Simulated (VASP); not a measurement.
# WSe2 (P6_3/mmc) in VASP: a series of runs

The runs below take WSe2 through single point, with r2SCAN.

Everything below comes from runs of VASP 6.6.1. Logs are shortened: lines on timing, memory, paths and dates and some standing lists are left out, and cuts for length are marked.

## (1) The cell of the first run

The structure is hexagonal, space group P6_3/mmc (No. 194). The conventional cell has a = 3.282 Å, b = 3.282 Å, c = 12.960 Å, α = 90.00°, β = 90.00°, γ = 120.00°. Within 3.3 Å of W (site symmetry -6m2) lie 6 Se at 2.53 Å and 6 W at 3.28 Å. Se (site symmetry 3m) has 3 W at 2.53 Å and 7 Se at 3.28 to 3.34 Å within 3.4 Å.

## (2) Single point, r2SCAN

Contents of POSCAR:

```
WSe2
1.0
    3.2820020000      0.0000000000      0.0000000000
   -1.6410010000      2.8422971100      0.0000000000
    0.0000000000      0.0000000000     12.9600000000
W Se
2 4
Direct
    0.3333333300      0.6666666700      0.2500000000
    0.6666666700      0.3333333300      0.7500000000
    0.3333333300      0.6666666700      0.6211000000
    0.6666666700      0.3333333300      0.1211000000
    0.3333333300      0.6666666700      0.8789000000
    0.6666666700      0.3333333300      0.3789000000
```

Contents of INCAR.step1:

```
ALGO     = Normal         # electronic algorithm
EDIFF    = 1E-4           # SCF threshold, eV
ENCUT    = 520            # plane-wave cutoff, eV
GGA      = PE             # functional
ISMEAR   = -1             # smearing method
LASPH    = T              # aspherical terms in the spheres
LCHARG   = F              # write CHGCAR
LREAL    = F              # projectors in reciprocal space
LWAVE    = T              # write WAVECAR
NBANDS   = 35             # bands
NELM     = 80             # most SCF steps
PREC     = Accurate       # precision mode
SIGMA    = 0.03           # smearing width, eV
```

Contents of INCAR.step2:

```
ALGO     = Normal         # electronic algorithm
EDIFF    = 1E-6           # SCF threshold, eV
ENCUT    = 520            # plane-wave cutoff, eV
ISIF     = 2              # what is computed and relaxed
ISMEAR   = -1             # smearing method
ISTART   = 1            
LASPH    = T              # aspherical terms in the spheres
LCHARG   = F              # write CHGCAR
LMIXTAU  = T            
LREAL    = F              # projectors in reciprocal space
LWAVE    = F              # write WAVECAR
METAGGA  = R2SCAN         # meta-GGA
NBANDS   = 35             # bands
NELM     = 80             # most SCF steps
PREC     = Accurate       # precision mode
SIGMA    = 0.03           # smearing width, eV
```

Contents of KPOINTS:

```
k-points
0
Gamma
  7 7 2
```

Potentials or basis: VASP PAW PBE potentials, release 64 (W_sv, Se).

The run is started by

```
> cat potpaw_PBE.64/W_sv/POTCAR potpaw_PBE.64/Se/POTCAR > POTCAR
> cp INCAR.step1 INCAR
> mpirun -np 1 vasp_std > vasp.out
> cp INCAR.step2 INCAR
> mpirun -np 1 vasp_std > vasp.out
```

OUTCAR:

```text
EDIFF = 1E-6
   ENCUT = 520
   ISIF = 2
   ISMEAR = -1
   ISTART = 1
   LASPH = T
   LREAL = F
   METAGGA = R2SCAN
   NELM = 80
   PREC = Accurate

 ion  position               nearest neighbor table
   1  0.333  0.667  0.250-   4 2.53   6 2.53   4 2.53   6 2.53   4 2.53   6 2.53
   2  0.667  0.333  0.750-   3 2.53   5 2.53   3 2.53   5 2.53   3 2.53   5 2.53
   3  0.333  0.667  0.621-   2 2.53   2 2.53   2 2.53
   4  0.667  0.333  0.121-   1 2.53   1 2.53   1 2.53
   5  0.333  0.667  0.879-   2 2.53   2 2.53   2 2.53
   6  0.667  0.333  0.379-   1 2.53   1 2.53   1 2.53

  LATTYP: Found a hexagonal cell.
 ALAT       =     3.2820020000
 C/A-ratio  =     3.9488092938

  Lattice vectors:

 A1 = (   3.2820020000,   0.0000000000,   0.0000000000)
 A2 = (  -1.6410010000,   2.8422971100,   0.0000000000)
 A3 = (   0.0000000000,   0.0000000000,  12.9600000000)

Analysis of symmetry for initial positions (statically):
=====================================================================
 Subroutine PRICEL returns:
 Original cell was already a primitive cell.

 Routine SETGRP: Setting up the symmetry group for a
 hexagonal supercell.

 Subroutine GETGRP returns: Found 24 space group operations
 (whereof 12 operations were pure point group operations)
 out of a pool of 24 trial point group operations.

The static configuration has the point symmetry D_3d.
 The point group associated with its full space group is D_6h.

Analysis of symmetry for dynamics (positions and initial velocities):
=====================================================================
 Subroutine PRICEL returns:
 Original cell was already a primitive cell.

 Routine SETGRP: Setting up the symmetry group for a
 hexagonal supercell.

 Subroutine GETGRP returns: Found 24 space group operations
 (whereof 12 operations were pure point group operations)
 out of a pool of 24 trial point group operations.

The dynamic configuration has the point symmetry D_3d.
 The point group associated with its full space group is D_6h.

 Subroutine INISYM returns: Found 24 space group operations
 (whereof 12 operations are pure point group operations),
 and found     1 'primitive' translations

----------------------------------------------------------------------------------------

                                     Primitive cell

  volume of cell :     120.8964
[... 87 lines left out ...]
   NELM   =     80;   NELMIN=  2; NELMDL=  0     # of ELM steps
   EDIFF  = 0.1E-05   stopping-criterion for ELM
   LREAL  =      F    real-space projection
   EDIFFG = 0.1E-04   stopping-criterion for IOM
   NSW    =      0    number of steps for IOM
   IBRION =     -1    ionic relax: 0-MD 1-quasi-New 2-CG
   NFREE  =      0    steps in history (QN), initial steepest desc. (CG)
   ISIF   =      2    stress and relaxation
   ISYM   =      2    0-nonsym 1-usesym 2-fastsym
   POTIM  = 0.5000    time-step for ionic-motion
   TEBEG  =    0.0;   TEEND  =   0.0 temperature during run
   PSTRESS=    0.0 pullay stress
   NELECT =      52.0000    total number of electrons
   NUPDOWN=      -1.0000    fix difference up-down
   EMIN   =  10.00;   EMAX   =-10.00  energy-range for DOS
   EFERMI =   0.00;   METHOD = LEGACY
   ISMEAR =    -1;   SIGMA  =   0.03  broadening in eV -4-tet -1-fermi 0-gaus
   EFERMI_NEDOS =   21; number of points for ismear=-14 and -15
   IALGO  =     38    algorithm
   IMIX   =      4    mixing-type and parameters
     AMIX     =   0.40;   BMIX     =  1.00
     AMIX_MAG =   1.60;   BMIX_MAG =  1.00
  volume/ion in A,a.u.               =      20.15       135.97
  Fermi-wavevector in a.u.,A,eV,Ry     =   1.235771  2.335270 20.777881  1.527131
  Thomas-Fermi vector in A             =   2.370407
   LORBIT       =      0    0 simple, 1 ext, 2 COOP (PROOUT), +10 PAW based schemes
   METAGGA = R2SCAN    functional components
   LHFCALC =     F    Hartree Fock is set to
   AEXX    =    0.0000 exact exchange contribution
   IVDW    =     0    specifies the selected vdW correction
   LEPSILON=     F    determine dielectric tensor
   LRPA    =     F    only Hartree local field effects (RPA)
 non-spin polarized calculation
  energy-cutoff  :      520.00
  volume of cell :      120.90
 maximum number of plane-waves:      3298
   NGX = 13   NGY = 13   NGZ = 49

 number of electron      51.9999992 magnetization

 Free energy of the ion-electron system (eV)
  ---------------------------------------------------
  ext. energy  EPLUGINS =         0.00000000
  ---------------------------------------------------
  free energy    TOTEN  =      -163.52301865 eV

  energy without entropy =     -163.52301865  energy(sigma->0) =     -163.52301865

 E-fermi :   6.7506     XC(G=0): -11.4360

 val. band max:        6.1642997826   @ k =   0.0000   0.0000   0.0000
 cond. band min:       7.3988802998   @ k =   0.1429   0.1429   0.0000
 fundamental gap:      1.2345805172
 Fermi energy:         6.7506273426

 k-point     1 :       0.0000    0.0000    0.0000
  band No.  band energies     occupation
      1     -70.1404      2.00000
      2     -70.1404      2.00000
      3     -33.7433      2.00000
      4     -33.7432      2.00000
      5     -33.6093      2.00000
      6     -33.6093      2.00000
[... 597 lines left out ...]
     34      10.8689      0.00000
     35      12.4228      0.00000

------------------------ aborting loop because EDIFF is reached ----------------------------------------

  FORCE on cell =-STRESS in cart. coord.  units (eV):
  Direction    XX          YY          ZZ          XY          YZ          ZX
  --------------------------------------------------------------------------------------
  -------------------------------------------------------------------------------------
  Total        2.4467148      2.4467148      1.8279136      0.0000000     -0.0000000      0.0000000
  in kB       32.4250467     32.4250467     24.2243942      0.0000000     -0.0000000      0.0000000
  external PRESSURE =      29.6914958 kB  Pullay stress =       0.0000000 kB

 VOLUME and BASIS-vectors are now :
 -----------------------------------------------------------------------------
  energy-cutoff  :      520.00
  volume of cell :      120.90
      direct lattice vectors                 reciprocal lattice vectors
     3.282002000  0.000000000  0.000000000     0.304692075  0.175914051  0.000000000
    -1.641001000  2.842297110  0.000000000     0.000000000  0.351828103  0.000000000
     0.000000000  0.000000000 12.960000000     0.000000000  0.000000000  0.077160494

 POSITION                                       TOTAL-FORCE (eV/Angst)
 -----------------------------------------------------------------------------------
     -0.00000      1.89486      3.24000        -0.000000      0.000000      0.000000
      1.64100      0.94743      9.72000         0.000000     -0.000000      0.000000
     -0.00000      1.89486      8.04946        -0.000000      0.000000      0.015836
      1.64100      0.94743      1.56946        -0.000000      0.000000      0.015836
     -0.00000      1.89486     11.39054         0.000000     -0.000000     -0.015836
      1.64100      0.94743      4.91054        -0.000000     -0.000000     -0.015836
 -----------------------------------------------------------------------------------
    total drift:                               -0.000009      0.000005     -0.000000

  FREE ENERGIE OF THE ION-ELECTRON SYSTEM (eV)
  ---------------------------------------------------
  free  energy   TOTEN  =      -163.5230186473 eV

  energy  without entropy=     -163.5230186472  energy(sigma->0) =     -163.52301865
```

OSZICAR.step1:

```text
N       E                     dE             d eps       ncg     rms          rms(c)
DAV:   1     0.507987557562E+03    0.50799E+03   -0.27690E+04  1224   0.145E+03
DAV:   2    -0.134168735386E+02   -0.52140E+03   -0.50509E+03  1305   0.392E+02
DAV:   3    -0.442620732082E+02   -0.30845E+02   -0.30276E+02  1378   0.901E+01
DAV:   4    -0.449829625409E+02   -0.72089E+00   -0.71658E+00  1351   0.136E+01
DAV:   5    -0.449921945369E+02   -0.92320E-02   -0.92136E-02  1352   0.169E+00    0.302E+01
DAV:   6    -0.434917495553E+02    0.15004E+01   -0.56247E+00  1241   0.158E+01    0.108E+01
DAV:   7    -0.432778104308E+02    0.21394E+00   -0.25899E+00  1182   0.788E+00    0.564E+00
DAV:   8    -0.431093247540E+02    0.16849E+00   -0.35355E-01  1205   0.419E+00    0.128E+00
DAV:   9    -0.431122558556E+02   -0.29311E-02   -0.57876E-02  1324   0.117E+00    0.903E-01
DAV:  10    -0.431106125950E+02    0.16433E-02   -0.13042E-02  1226   0.775E-01    0.137E-01
DAV:  11    -0.431106196784E+02   -0.70834E-05   -0.16922E-03  1248   0.267E-01    0.182E-01
DAV:  12    -0.431105748466E+02    0.44832E-04   -0.59039E-05   664   0.519E-02
   1 F= -.43110575E+02 E0= -.43110575E+02  d E =-.562153E-09
```

It took 6 min on 1 thread of Intel Xeon 8259CL, shared host; peak memory 0.26 GiB.

What came out:

| Quantity | Value |
| --- | --- |
| Free energy | -163.5230 eV |
| Pressure | 3.0 GPa |
| Largest force | 0.016 eV/Å |
| Band gap on the k mesh | 1.23 eV (least direct gap 2.12 eV) |

Forces on the atoms (eV/Å):
```
W    0.000  0.000  0.000
W    0.000  0.000  0.000
Se   0.000  0.000  0.016
Se   0.000  0.000  0.016
Se   0.000  0.000 -0.016
Se   0.000  0.000 -0.016
```

Levels at points of the mesh, in eV from the valence-band top:
```tsv
k point	band 24	band 25	band 26	band 27	band 28	band 29
(0.00, 0.00, 0.00)	-1.21	-1.15	0.00	2.78	2.78	2.83
(0.00, 0.00, 0.50)	-1.66	-0.25	-0.25	2.79	2.79	2.79
```

Caveat: the PAW data sets were made with another functional, which shifts forces and pressure a little; spin-orbit coupling is left out, which moves the levels of the heavy elements.

## (3) Single point, r2SCAN, collinear spin, zero start

POSCAR is that of step 2.

Contents of INCAR.step1:

```
PREC = Accurate ; ENCUT = 520
ISMEAR = -1 ; SIGMA = 0.03
LREAL = F ; LASPH = T
NELM = 150 ; ISPIN = 2
MAGMOM = 0 0 0 0 0 0 ; LMAXMIX = 4
NBANDS = 39 ; GGA = PE
ALGO = Normal ; EDIFF = 1E-4
LWAVE = T ; LCHARG = F
```

Contents of INCAR.step2:

```
PREC = Accurate ; ENCUT = 520
EDIFF = 1E-6 ; ISMEAR = -1
SIGMA = 0.03 ; LREAL = F
LASPH = T ; NELM = 150
ALGO = Normal ; ISIF = 2
LWAVE = F ; LCHARG = F
ISPIN = 2 ; MAGMOM = 0 0 0 0 0 0
LORBIT = 11 ; LMAXMIX = 4
METAGGA = R2SCAN ; LMIXTAU = T
NBANDS = 39 ; ISTART = 1
```

Contents of KPOINTS:

```
regular mesh
0
Gamma
  7 7 2
```

Potentials or basis: VASP PAW PBE potentials, release 64 (W_sv, Se).

The run is started by

```
> cat potpaw_PBE.64/W_sv/POTCAR potpaw_PBE.64/Se/POTCAR > POTCAR
> cp INCAR.step1 INCAR
> mpirun -np 1 vasp_std > vasp.out
> cp INCAR.step2 INCAR
> mpirun -np 1 vasp_std > vasp.out
```

Run time: 10 min. Hardware: 1 thread of Intel Xeon 8259CL, shared host; peak memory 0.35 GiB.

It converged, with:

| Item | Value |
| --- | --- |
| Free energy | -163.5230 eV |
| Pressure | 3.0 GPa |
| Largest force | 0.016 eV/Å |
| Band gap on the k mesh | 1.23 eV (least direct gap 2.12 eV) |
| Net moment | 0.00 μB per cell |
| Valence electrons inside the program's atomic spheres | W 11.96; Se 3.95 |

Forces in eV/Å, atoms in the order of the input:
```
W    0.000  0.000  0.000
W    0.000  0.000  0.000
Se   0.000  0.000  0.016
Se   0.000  0.000  0.016
Se   0.000  0.000 -0.016
Se   0.000  0.000 -0.016
```

Stress tensor (GPa, compression positive):
```
3.24 0.00 0.00
0.00 3.24 0.00
0.00 0.00 2.42
```

Levels at points of the mesh, in eV from the valence-band top:
Spin up:
| k point | band 22 | band 23 | band 24 | band 25 | band 26 | band 27 | band 28 | band 29 | band 30 | band 31 |
| --- | --- | --- | --- | --- | --- | --- | --- | --- | --- | --- |
| (0.00, 0.00, 0.00) | -1.63 | -1.63 | -1.21 | -1.15 | 0.00 | 2.78 | 2.78 | 2.83 | 2.83 | 2.86 |
| (0.00, 0.00, 0.50) | -1.66 | -1.66 | -1.66 | -0.25 | -0.25 | 2.79 | 2.79 | 2.79 | 2.79 | 2.99 |
Spin down:
```csv
k point,band 24,band 25,band 26,band 27,band 28,band 29
"(0.00, 0.00, 0.00)",-1.21,-1.15,0.00,2.78,2.78,2.83
"(0.00, 0.00, 0.50)",-1.66,-0.25,-0.25,2.79,2.79,2.79
```

Caveat: the PAW data sets were made with another functional, which shifts forces and pressure a little; spin-orbit coupling is left out, which moves the levels of the heavy elements. A k mesh can miss the band edges.

(Part 1 of 2 ends here.)
